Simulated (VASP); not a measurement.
# TiSnS4 (P-3m1) in VASP: a series of runs, part 2 of 2

VASP 6.6.1. Earlier steps stand in the parts before.

**3. Relaxation of cell and atoms, PBE, collinear spin**

This run uses another cell than the first one, of 21.52 Å³/atom.

File INCAR:

```
  ALGO = Normal
  EDIFF = 1E-6
  EDIFFG = -0.08
  ENCUT = 600
  GGA = PE
  IBRION = 2
  ISIF = 3
  ISMEAR = 0
  ISPIN = 2
  LASPH = True
  LCHARG = False
  LMAXMIX = 4
  LORBIT = 11
  LREAL = False
  LWAVE = False
  MAGMOM = 1 0 0 0 0 0
  NELM = 150
  NSW = 36
  PREC = Accurate
  SIGMA = 0.15
```

File KPOINTS:

```
k-points
0
Gamma
  4 4 1
```

File POSCAR:

```
TiSnS4
1.0
    3.5400000000      0.0000000000      0.0000000000
   -1.7700000000      3.0657299300      0.0000000000
    0.0000000000      0.0000000000     11.9000000000
Ti Sn S
1 1 4
Direct
    0.0000000000      0.0000000000      0.0000000000
    0.0000000000      0.0000000000      0.5000000000
    0.3333333300      0.6666666700      0.1200000000
    0.6666666700      0.3333333300      0.8800000000
    0.6666666700      0.3333333300      0.3750000000
    0.3333333300      0.6666666700      0.6250000000
```

Potentials or basis: VASP PAW PBE potentials, release 64 (Ti_sv, Sn_d, S).

On the command line:

```bash
cat potpaw_PBE.64/Ti_sv/POTCAR potpaw_PBE.64/Sn_d/POTCAR potpaw_PBE.64/S/POTCAR > POTCAR
mpirun -np 1 vasp_std > vasp.out
```

OUTCAR:

```text
EDIFF = 1E-6
   EDIFFG = -0.08
   ENCUT = 600
   GGA = PE
   IBRION = 2
   ISIF = 3
   ISMEAR = 0
   ISPIN = 2
   LASPH = True
   LORBIT = 11
   LREAL = False
   NELM = 150
   NSW = 36
   PREC = Accurate

 ion  position               nearest neighbor table
   1  0.000  0.000  0.000-   3 2.49   4 2.49   4 2.49   3 2.49   4 2.49   3 2.49
   2  0.000  0.000  0.500-   5 2.53   6 2.53   5 2.53   6 2.53   5 2.53   6 2.53
   3  0.333  0.667  0.120-   1 2.49   1 2.49   1 2.49
   4  0.667  0.333  0.880-   1 2.49   1 2.49   1 2.49
   5  0.667  0.333  0.375-   2 2.53   2 2.53   2 2.53
   6  0.333  0.667  0.625-   2 2.53   2 2.53   2 2.53

  LATTYP: Found a hexagonal cell.
 ALAT       =     3.5400000000
 C/A-ratio  =     3.3615819209

  Lattice vectors:

 A1 = (   3.5400000000,   0.0000000000,   0.0000000000)
[... 406 lines left out ...]
 k-point     1 :       0.0000    0.0000    0.0000
  band No.  band energies     occupation
      1     -54.2584      1.00000
      2     -30.4847      1.00000
      3     -30.4097      1.00000
      4     -30.4097      1.00000
      5     -17.8070      1.00000
      6     -17.8070      1.00000
[... 125 lines left out ...]
     30       6.3908      0.00000
     31       6.9828      0.00000
 Fermi energy:         3.7494581549

 spin component 2

 k-point     1 :       0.0000    0.0000    0.0000
  band No.  band energies     occupation
      1     -54.2584      1.00000
      2     -30.4847      1.00000
      3     -30.4097      1.00000
      4     -30.4097      1.00000
      5     -17.8070      1.00000
      6     -17.8070      1.00000
[... 158 lines left out ...]
  FREE ENERGIE OF THE ION-ELECTRON SYSTEM (eV)
  ---------------------------------------------------
  free  energy   TOTEN  =       -32.7995483944 eV

  energy  without entropy=      -32.7974556777  energy(sigma->0) =      -32.79850204

 reached required accuracy - stopping structural energy minimisation

 total charge

# of ion       s       p       d       tot
------------------------------------------
    1        2.177   6.169   1.707  10.053
    2        1.014   1.054  10.153  12.221
    3        1.347   2.376   0.000   3.724
    4        1.347   2.376   0.000   3.724
    5        1.363   2.349   0.000   3.712
    6        1.363   2.349   0.000   3.712
--------------------------------------------------
tot          8.611  16.673  11.860  37.145

 magnetization (x)

# of ion       s       p       d       tot
------------------------------------------
    1        0.000  -0.000   0.000   0.000
    2        0.000   0.000   0.000   0.000
    3       -0.000  -0.000   0.000  -0.000
    4       -0.000  -0.000   0.000  -0.000
    5       -0.000  -0.000   0.000  -0.000
    6       -0.000  -0.000   0.000  -0.000
--------------------------------------------------
tot         -0.000  -0.000   0.000  -0.000
```

CONTCAR:

```text
TiSnS4
   1.00000000000000
     3.5979434938920871    0.0000000000000002   -0.0000000000000001
    -1.7989717469460436    3.1159104677232272    0.0000000000000001
    -0.0000000000000003   -0.0000000000000011   13.0178990088253617
  Ti              Sn              S
     1     1     4
Direct
     0.0000000000000000    1.0000000000000000    0.0000000000000000
     0.0000000000000000    0.0000000000000000    0.5000000000000000
     0.3333333300000021    0.6666666699999979    0.1030675163343328
     0.6666666699999979    0.3333333300000021    0.8969324836656672
     0.6666666699999979    0.3333333300000021    0.3842174207824071
     0.3333333300000021    0.6666666699999979    0.6157825792175928

  0.00000000E+00  0.00000000E+00  0.00000000E+00
  0.00000000E+00  0.00000000E+00  0.00000000E+00
  0.00000000E+00  0.00000000E+00  0.00000000E+00
  0.00000000E+00  0.00000000E+00  0.00000000E+00
  0.00000000E+00  0.00000000E+00  0.00000000E+00
  0.00000000E+00  0.00000000E+00  0.00000000E+00
```

Wall time 23 min (1 thread of Intel Xeon 8259CL, shared host); peak memory 0.34 GiB.

Results:

```yaml
Free_energy: -32.7995 eV
Relaxed_volume: 24.32 Å³/atom
Relaxed_cell: a = 3.598 Å, b = 3.598 Å, c = 13.018 Å, α = 90.00°, β = 90.00°, γ = 120.00°
Space_group_after_relaxing_to_0.1_Å: P-3m1 (No. 164)
Energy_gained_by_relaxing: 23.2 meV/atom
Ionic_steps: 16
Pressure_after_relaxing: -0.1 GPa
Largest_force_after_relaxing: 0.044 eV/Å
Band_gap_on_the_k_mesh: 0.49 eV (least direct gap 0.52 eV)
Net_moment: 0.00 μB per cell
Valence_electrons_inside_the_program's_atomic_spheres: Ti 10.05; Sn 12.22; S 3.72, 3.71 (each value once)
```

Forces in eV/Å, atoms in the order of the input:
```
Ti   0.000  0.000  0.000
Sn   0.000  0.000  0.000
S    0.000  0.000 -0.044
S    0.000  0.000  0.044
S    0.000  0.000 -0.030
S    0.000  0.000  0.030
```

Step by step:
```tsv
step	energy change (eV)	largest force (eV/Å)	pressure (GPa)	volume (Å³)
1	0.0000	0.6982	1.67	129.15
2	-0.0675	0.6222	-0.95	133.38
3	-0.0689	0.6112	-1.30	134.06
4	-0.1024	0.0735	0.29	132.92
5	-0.1025	0.0776	0.22	132.97
6	-0.1055	0.1011	0.14	133.50
7	-0.1124	0.1692	-0.05	135.07
8	-0.1183	0.3018	-0.35	138.21
9	-0.1204	0.2738	-0.26	138.36
10	-0.1252	0.1896	0.11	138.82
11	-0.1280	0.2094	0.87	139.71
12	-0.1299	0.1904	0.83	140.25
13	-0.1342	0.1356	0.69	141.88
14	-0.1371	0.1617	0.47	145.15
15	-0.1390	0.0809	0.13	145.63
16	-0.1393	0.0436	-0.06	145.94
```

Final structure:
```
Ti Sn S
1.0
     3.59794    0.00000    0.00000
    -1.79897    3.11591    0.00000
     0.00000    0.00000   13.01790
Ti Sn S
1 1 4
Cartesian
  -1.7990 3.1159 0.0000
  0.0000 0.0000 6.5089
  0.0000 2.0773 1.3417
  1.7990 1.0386 11.6762
  1.7990 1.0386 5.0017
  0.0000 2.0773 8.0162
```

Levels at points of the mesh, in eV from the valence-band top:
Spin up:
```tsv
k point	band 23	band 24	band 25	band 26	band 27	band 28
(0.00, 0.00, 0.00)	-0.45	0.00	0.00	0.52	0.52	1.37
(0.50, 0.00, 0.00)	-1.33	-1.15	-0.74	0.49	1.11	1.31
```
Spin down:
| k point | band 21 | band 22 | band 23 | band 24 | band 25 | band 26 | band 27 | band 28 | band 29 | band 30 |
| --- | --- | --- | --- | --- | --- | --- | --- | --- | --- | --- |
| (0.00, 0.00, 0.00) | -0.48 | -0.48 | -0.45 | 0.00 | 0.00 | 0.52 | 0.52 | 1.37 | 2.29 | 3.57 |
| (0.50, 0.00, 0.00) | -2.19 | -1.39 | -1.33 | -1.15 | -0.74 | 0.49 | 1.11 | 1.31 | 1.52 | 3.55 |

Caveat: the k points lie up to 0.50 Å⁻¹ apart in the final cell; semilocal functionals underestimate gaps, and a narrow one can read as zero; spin-orbit coupling is left out, which moves the levels of the heavy elements; this functional lacks dispersion, which binds layers or chains, so the pressure and a relaxed spacing across them are unreliable; the relaxation stopped at a loose force limit of 0.08 eV/Å, so its end isn't a converged minimum.
